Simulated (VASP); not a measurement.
# Be (I4/mmm) in VASP: notebook, part 2 of 2

VASP 6.6.1. Earlier steps stand in the parts before.

## (3) Single point, PBE (zz strain of +3 %)

Input file INCAR:

```
SYSTEM = Be
ALGO = Normal
EDIFF = 1E-7
ENCUT = 520
GGA = PE
ISIF = 2
ISMEAR = -1
LASPH = .TRUE.
LCHARG = .FALSE.
LREAL = .FALSE.
LWAVE = .FALSE.
NBANDS = 7
NELM = 80
PREC = Accurate
SIGMA = 0.03
```

Input file KPOINTS:

```
k-points
0
G
  23 23 23
  0 0 0
```

Input file POSCAR:

```
Be
1.0
   -1.2531209513      1.2531209513      1.2907145798
    1.2531209513     -1.2531209513      1.2907145798
    1.2531209513      1.2531209513     -1.2907145798
Be
1
Direct
    0.0000000000      0.0000000000      0.0000000000
```

Potentials or basis: VASP PAW PBE potentials, release 64 (Be).

On the command line:

```console
$ cat potpaw_PBE.64/Be/POTCAR > POTCAR
$ mpirun -np 1 vasp_std > vasp.out
```

OUTCAR:

```text
SYSTEM = Be
   EDIFF = 1E-7
   ENCUT = 520
   GGA = PE
   ISIF = 2
   ISMEAR = -1
   LASPH = .TRUE.
   LREAL = .FALSE.
   NELM = 80
   PREC = Accurate

 ion  position               nearest neighbor table
   1  0.000  0.000  0.000-

  LATTYP: Found a body centered tetragonal cell.
 ALAT       =     2.5062419026
 C/A-ratio  =     1.0300000000

  Lattice vectors:

 A1 = (  -1.2531209513,   1.2531209513,   1.2907145798)
 A2 = (   1.2531209513,  -1.2531209513,   1.2907145798)
 A3 = (   1.2531209513,   1.2531209513,  -1.2907145798)

Analysis of symmetry for initial positions (statically):
=====================================================================
 Subroutine PRICEL returns:
 Original cell was already a primitive cell.

 Routine SETGRP: Setting up the symmetry group for a
 body centered tetragonal supercell.

 Subroutine GETGRP returns: Found 16 space group operations
 (whereof 16 operations were pure point group operations)
 out of a pool of 16 trial point group operations.

The static configuration has the point symmetry D_4h.

Analysis of symmetry for dynamics (positions and initial velocities):
=====================================================================
 Subroutine PRICEL returns:
 Original cell was already a primitive cell.

 Routine SETGRP: Setting up the symmetry group for a
 body centered tetragonal supercell.

 Subroutine GETGRP returns: Found 16 space group operations
 (whereof 16 operations were pure point group operations)
 out of a pool of 16 trial point group operations.

The dynamic configuration has the point symmetry D_4h.

 Subroutine INISYM returns: Found 16 space group operations
 (whereof 16 operations are pure point group operations),
 and found     1 'primitive' translations

----------------------------------------------------------------------------------------

                                     Primitive cell

  volume of cell :       8.1073

  direct lattice vectors                    reciprocal lattice vectors
    -1.253120951  1.253120951  1.290714580     0.000000000  0.399003783  0.387382314
     1.253120951 -1.253120951  1.290714580     0.399003783  0.000000000  0.387382314
     1.253120951  1.253120951 -1.290714580     0.399003783  0.399003783  0.000000000

  length of vectors
     2.192388735  2.192388735  2.192388735     0.556119659  0.556119659  0.564276561

  position of ions in fractional coordinates (direct lattice)
     0.000000000  0.000000000  0.000000000

  ion indices of the primitive-cell ions
   primitive index   ion index
                 1           1

----------------------------------------------------------------------------------------

 KPOINTS: k-points

Automatic generation of k-mesh.
 Grid dimensions read from file:
 generate k-points for:   23   23   23

 Generating k-lattice:

  Cartesian coordinates                     Fractional coordinates (reciprocal lattice)
     0.000000000  0.017347991  0.016842709     0.043478261 -0.000000000  0.000000000
     0.017347991  0.000000000  0.016842709    -0.000000000  0.043478261  0.000000000
     0.017347991  0.017347991  0.000000000     0.000000000  0.000000000  0.043478261

  Length of vectors
     0.024179116  0.024179116  0.024533764

  Shift w.r.t. Gamma in fractional coordinates (k-lattice)
     0.000000000  0.000000000  0.000000000

 Subroutine IBZKPT returns following result:
 ===========================================

 Found    936 irreducible k-points:

 Following reciprocal coordinates:
            Coordinates               Weight
  0.000000  0.000000  0.000000      1.000000
  0.043478  0.000000  0.000000      8.000000
  0.086957  0.000000 -0.000000      8.000000
  0.130435  0.000000  0.000000      8.000000
  0.173913  0.000000 -0.000000      8.000000
  0.217391  0.000000  0.000000      8.000000
[... 16 lines left out ...]
  0.478261  0.043478 -0.000000     16.000000
 -0.478261  0.043478  0.000000     16.000000
 [... further k-points ...]
   k-points           NKPTS =    936   k-points in BZ     NKDIM =    936   number of bands    NBANDS=      7
   number of dos      NEDOS =    301   number of ions     NIONS =      1
   total plane-waves  NPLWV =   4096
   dimension x,y,z NGX =    16 NGY =   16 NGZ =   16
   dimension x,y,z NGXF=    32 NGYF=   32 NGZF=   32
   ions per type =               1
   NGX,Y,Z   is equivalent  to a cutoff of  12.13, 12.13, 12.13 a.u.
   NGXF,Y,Z  is equivalent  to a cutoff of  24.27, 24.27, 24.27 a.u.
 SYSTEM =  Be
   PREC   = accura    normal or accurate (medium, high low for compatibility)
   ISTART =      0    job   : 0-new  1-cont  2-samecut
   ICHARG =      2    charge: 1-file 2-atom 10-const
   ISPIN  =      1    spin polarized calculation?
   LNONCOLLINEAR =      F non collinear calculations
   LSORBIT =      F    spin-orbit coupling
   LASPH  =      T    aspherical Exc in radial PAW
   ENCUT  =  520.0 eV  38.22 Ry    6.18 a.u.   4.08  4.08  4.08*2*pi/ulx,y,z
   NELM   =     80;   NELMIN=  2; NELMDL= -5     # of ELM steps
   EDIFF  = 0.1E-06   stopping-criterion for ELM
   LREAL  =      F    real-space projection
   EDIFFG = 0.1E-05   stopping-criterion for IOM
   NSW    =      0    number of steps for IOM
   IBRION =     -1    ionic relax: 0-MD 1-quasi-New 2-CG
   NFREE  =      0    steps in history (QN), initial steepest desc. (CG)
   ISIF   =      2    stress and relaxation
   ISYM   =      2    0-nonsym 1-usesym 2-fastsym
   POTIM  = 0.5000    time-step for ionic-motion
   TEBEG  =    0.0;   TEEND  =   0.0 temperature during run
   PSTRESS=    0.0 pullay stress
   NELECT =       2.0000    total number of electrons
   NUPDOWN=      -1.0000    fix difference up-down
   EMIN   =  10.00;   EMAX   =-10.00  energy-range for DOS
   EFERMI =   0.00;   METHOD = LEGACY
   ISMEAR =    -1;   SIGMA  =   0.03  broadening in eV -4-tet -1-fermi 0-gaus
   EFERMI_NEDOS =   21; number of points for ismear=-14 and -15
   IALGO  =     38    algorithm
   IMIX   =      4    mixing-type and parameters
     AMIX     =   0.40;   BMIX     =  1.00
     AMIX_MAG =   1.60;   BMIX_MAG =  1.00
  volume/ion in A,a.u.               =       8.11        54.71
  Fermi-wavevector in a.u.,A,eV,Ry     =   1.026738  1.940253 14.343125  1.054190
  Thomas-Fermi vector in A             =   2.160646
   LORBIT       =      0    0 simple, 1 ext, 2 COOP (PROOUT), +10 PAW based schemes
   GGA     = PE    functional components
   LHFCALC =     F    Hartree Fock is set to
   AEXX    =    0.0000 exact exchange contribution
   IVDW    =     0    specifies the selected vdW correction
   LEPSILON=     F    determine dielectric tensor
   LRPA    =     F    only Hartree local field effects (RPA)
 non-spin polarized calculation
  energy-cutoff  :      520.00
  volume of cell :        8.11
 maximum number of plane-waves:       236
   NGX =  9   NGY =  9   NGZ =  9

 number of electron       2.0000000 magnetization

 Free energy of the ion-electron system (eV)
  ---------------------------------------------------
  ext. energy  EPLUGINS =         0.00000000
  ---------------------------------------------------
  free energy    TOTEN  =        -3.66287873 eV

  energy without entropy =       -3.66252624  energy(sigma->0) =       -3.66270248

 E-fermi :   7.6934     XC(G=0): -10.5301

 val. band max:        7.6839877012   @ k =  -0.3478   0.4783   0.3478
 cond. band min:       7.7177772257   @ k =   0.3478   0.3043   0.0870
 fundamental gap:      0.0337895245
 Fermi energy:         7.6933630464

 k-point     1 :       0.0000    0.0000    0.0000
  band No.  band energies     occupation
      1      -4.3928      2.00000
      2      26.4001      0.00000
      3      26.6012      0.00000
      4      26.6012      0.00000
      5      37.3835      0.00000
      6      37.3835      0.00000
      7      38.6585      0.00000
[... 221 lines left out ...]
 k-point    24 :      -0.4783    0.0435    0.0000
  band No.  band energies     occupation
      1       2.1734      2.00000
      2       8.3858      0.00000
      3      19.7319      0.00000
      4      22.5684      0.00000
      5      28.8803      0.00000
      6      33.4671      0.00000
      7      41.9685      0.00000

 [... further k-points ...]

------------------------ aborting loop because EDIFF is reached ----------------------------------------

  FORCE on cell =-STRESS in cart. coord.  units (eV):
  Direction    XX          YY          ZZ          XY          YZ          ZX
  --------------------------------------------------------------------------------------
  -------------------------------------------------------------------------------------
  Total       -0.2050704     -0.2050704     -0.2142871      0.0000000      0.0000000      0.0000000
  in kB      -40.5263317    -40.5263317    -42.3477650      0.0000000      0.0000000      0.0000000
  external PRESSURE =     -41.1334761 kB  Pullay stress =       0.0000000 kB

 VOLUME and BASIS-vectors are now :
 -----------------------------------------------------------------------------
  energy-cutoff  :      520.00
  volume of cell :        8.11
      direct lattice vectors                 reciprocal lattice vectors
    -1.253120951  1.253120951  1.290714580     0.000000000  0.399003783  0.387382314
     1.253120951 -1.253120951  1.290714580     0.399003783  0.000000000  0.387382314
     1.253120951  1.253120951 -1.290714580     0.399003783  0.399003783  0.000000000

 POSITION                                       TOTAL-FORCE (eV/Angst)
 -----------------------------------------------------------------------------------
      0.00000      0.00000      0.00000         0.000000     -0.000000      0.000000
 -----------------------------------------------------------------------------------
    total drift:                               -0.000000     -0.000000     -0.000000

  FREE ENERGIE OF THE ION-ELECTRON SYSTEM (eV)
  ---------------------------------------------------
  free  energy   TOTEN  =        -3.6628787257 eV

  energy  without entropy=       -3.6625262400  energy(sigma->0) =       -3.66270248
```

OSZICAR:

```text
N       E                     dE             d eps       ncg     rms          rms(c)
DAV:   1    -0.248155267161E+01   -0.24816E+01   -0.11415E+03 14105   0.234E+02
DAV:   2    -0.368824608770E+01   -0.12067E+01   -0.11559E+01 18165   0.247E+01
DAV:   3    -0.369027999039E+01   -0.20339E-02   -0.20336E-02 14903   0.891E-01
DAV:   4    -0.369028033279E+01   -0.34240E-06   -0.34231E-06 19803   0.116E-02
DAV:   5    -0.369028033212E+01    0.67257E-09   -0.74501E-10 15113   0.648E-05    0.761E-01
DAV:   6    -0.367078252117E+01    0.19498E-01   -0.20221E-03 14693   0.429E-01    0.467E-01
DAV:   7    -0.366290237557E+01    0.78801E-02   -0.20396E-03 14189   0.451E-01    0.181E-02
DAV:   8    -0.366287851377E+01    0.23862E-04   -0.83095E-06 14910   0.251E-02    0.609E-03
DAV:   9    -0.366287879389E+01   -0.28012E-06   -0.91515E-07 16009   0.681E-03    0.245E-04
DAV:  10    -0.366287872572E+01    0.68166E-07   -0.16659E-09  9940   0.430E-04
   1 F= -.36628787E+01 E0= -.36627025E+01  d E =-.352486E-03
```

stdout:

```text
POSCAR found type information on POSCAR Be
 POSCAR found :  1 types and       1 ions
 scaLAPACK will be used
 LDA part: xc-table for (Slater+PW92), standard interpolation
 POSCAR, INCAR and KPOINTS ok, starting setup
 FFT: planning ... GRIDC
 FFT: planning ... GRID_SOFT
 FFT: planning ... GRID
 WAVECAR not read
 entering main loop
```

Run time: 37 s. Hardware: 1 thread of AMD EPYC 7R43 (Zen 3), shared host; peak memory 0.11 GiB.

What came out:

```yaml
Free_energy: -3.6629 eV
Pressure: -4.1 GPa
Band_gap_on_the_k_mesh: zero (band 1 reaches 10.84 eV, above the bottom of band 2 at 6.50 eV)
```

Stress tensor (GPa, compression positive):
```
-4.05  0.00  0.00
 0.00 -4.05  0.00
 0.00  0.00 -4.23
```

Levels at points of the mesh, in eV from the Fermi level:
```
           k point  band 1  band 2  band 3  band 4
(0.00, 0.00, 0.00)  -12.09   18.71   18.91   18.91
```

Caveat: the cell differs from its parent crystal (zz strain of +3 %).
